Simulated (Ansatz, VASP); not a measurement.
# NbTe: VASP beside Ansatz

INCAR

```
SYSTEM = NbTe
PREC = Accurate ; ENCUT = 520
EDIFF = 1E-6 ; ISMEAR = 0
SIGMA = 0.1 ; LREAL = .False.
LASPH = .True. ; NELM = 150
ALGO = Normal ; ISIF = 2
LWAVE = .False. ; LCHARG = .False.
ISPIN = 2 ; MAGMOM = 1 0
LORBIT = 11 ; LMAXMIX = 4
GGA = PE ; NBANDS = 20
```

File KPOINTS:

```
regular mesh
0
Gamma
  6 6 6
  0 0 0
```

The input POSCAR:

```
NbTe
1.0
    3.4305665190      0.0000000000      0.0000000000
    0.0000000000      3.4305665190      0.0000000000
    0.0000000000      0.0000000000      3.4305665190
Nb Te
1 1
Direct
    0.5000000000      0.5000000000      0.5000000000
    0.0000000000      0.0000000000      0.0000000000
```

Input for Ansatz:

```yaml
crystal:
  lattice:
    - [3.430566519, 0.0, 0.0]
    - [0.0, 3.430566519, 0.0]
    - [0.0, 0.0, 3.430566519]
  atoms:
    - { symbol: Nb, position: [0.5, 0.5, 0.5], spin: 1.0 }
    - { symbol: Te, position: [0.0, 0.0, 0.0] }
basis:
  ecutwfc: 420
kpoints:
  mp_grid: { grid: [6, 6, 6] }
hamiltonian:
  xc: pbe
scf:
  occupations: { method: gaussian, width: 0.1 }
  lower_state_search: "off"
output:
  forces: true
  stress: true
  eigenvalues: true
  populations: true
magnetization:
  spin_polarized: true
```

Alike in both runs: task single point; functional PBE; k mesh 6 × 6 × 6; occupations gaussian, width 0.1 eV; collinear spin.

|  | VASP | Ansatz |
| --- | --- | --- |
| version | VASP 6.6.1 | Ansatz 0.2.0 |
| potentials or method | VASP PAW PBE potentials, release 64 (Nb_sv, Te), cutoff 520 eV | scalar-relativistic, plane waves, PAW |
| valence electrons in the cell | 19 | 29 |

```tsv
	VASP	Ansatz	Ansatz less VASP
gap on the k mesh at the Fermi level (eV)	none	none	-
pressure (GPa)	-0.1	0.2	+0.25
net moment per atom (μB)	0.32	0.33	+0.009
size of the moment on the site where the two differ most (μB)	0.45	0.48	+0.035
```

Site moments also hang on the region over which each program counts them. A gap of «none» marks a metal or a gap that the smearing closes. VASP's potentials hold 19 valence electrons a cell and Ansatz's 29, so a difference there can come from the potentials and not from the codes.

Neither program's run includes spin-orbit coupling.
